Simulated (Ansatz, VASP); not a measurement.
**NaB2: VASP beside Ansatz**

The input INCAR:

```
SYSTEM = NaB2
PREC = Accurate
ENCUT = 520
EDIFF = 1E-7
ISMEAR = 0
SIGMA = 0.1
LREAL = .FALSE.
LASPH = .TRUE.
NELM = 60
ALGO = Normal
ISIF = 2
LWAVE = .FALSE.
LCHARG = .FALSE.
GGA = PE
NBANDS = 14
```

The input KPOINTS:

```
regular mesh
0
G
  6 6 4
  0 0 0
```

The input POSCAR:

```
NaB2
1.0
    3.3806528700      0.0000000000      0.0000000000
   -1.6903264300      2.9277312600      0.0000000000
    0.0000000000      0.0000000000      4.2799812700
Na B
1 2
Direct
    0.0000000000      0.0000000000      0.0000000000
    0.6666666700      0.3333333300      0.5843724000
    0.3333333300      0.6666666700      0.4156276000
```

Input for Ansatz:

```yaml
crystal:
  lattice:
    - [3.38065287, 0.0, 0.0]
    - [-1.69032643, 2.92773126, 0.0]
    - [0.0, 0.0, 4.27998127]
  atoms:
    - { symbol: Na, position: [0.0, 0.0, 0.0] }
    - { symbol: B, position: [0.66666667, 0.33333333, 0.5843724] }
    - { symbol: B, position: [0.33333333, 0.66666667, 0.4156276] }
basis:
  ecutwfc: 420
kpoints:
  mp_grid: { grid: [6, 6, 4] }
hamiltonian:
  xc: pbe
scf:
  occupations: { method: gaussian, width: 0.1 }
  lower_state_search: "off"
output:
  forces: true
  stress: true
  eigenvalues: true
```

Change from the starting cell: species swapped into the CaSi2 type (P-3m1, No. 164).

Alike in both runs: task single point; functional PBE; k mesh 6 × 6 × 4; occupations gaussian, width 0.1 eV; no spin polarisation.

```csv
,VASP,Ansatz
version,VASP 6.6.1,Ansatz 0.2.0
potentials or method,"VASP PAW PBE potentials, release 64 (Na_pv, B), cutoff 520 eV","scalar-relativistic, plane waves, PAW"
valence electrons in the cell,13,15
```

Ansatz gave:

- gap on the k mesh at the Fermi level (eV): none
- pressure (GPa): -12.8
- traceless stress, the component that is largest in VASP (GPa): 4.05
- rms of the force components (eV/Å): 2.079

Question: Estimate VASP's values.

Answer: gap on the k mesh at the Fermi level (eV): none; pressure (GPa): -12.7; traceless stress, the component that is largest in VASP (GPa): 4.06; rms of the force components (eV/Å): 2.080.

Atom by atom the forces differ by 0.001 eV/Å (rms over components). A gap of «none» marks a metal or a gap that the smearing closes. The functional is the same, so the differences come from potentials, cutoffs and numerics. VASP's potentials hold 13 valence electrons a cell and Ansatz's 15, so a difference there can come from the potentials and not from the codes.

The k mesh is coarse, so the values compare programs but aren't converged.
